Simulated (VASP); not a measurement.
Runs of VASP 6.6.1 on TiPt3. The structure is that of space group Pm-3m (No. 221), or close to it. The cells are those of the table. 

```csv
cell,k mesh,cutoff (eV),gap on the mesh (eV),pressure (GPa)
"a = 3.689 Å, 4 atoms",12 × 12 × 12,520,none,66.8
"a = 3.878 Å, 4 atoms",12 × 12 × 12,500,none,(a)
"a = 3.689 Å, 4 atoms",6 × 6 × 6,500,none,66.6
"a = 3.878 Å, 4 atoms",6 × 6 × 6,500,none,4.3
```

Alike in all rows: task single point; level PBEsol; potentials or basis VASP PAW PBE potentials, release 64 (Ti_sv, Pt); no spin polarisation; smearing gaussian 0.1 eV.

Estimate the missing entries.

(a) 4.4.

Caveats: the cell stands under pressure; the PAW data sets were made with another functional, which shifts forces and pressure a little; spin-orbit coupling is left out, which moves the levels of the heavy elements.

A k mesh can miss the band edges, and the runs leave out spin-orbit coupling on Pt.

A gap of «none» marks levels without a gap at the run's occupations.
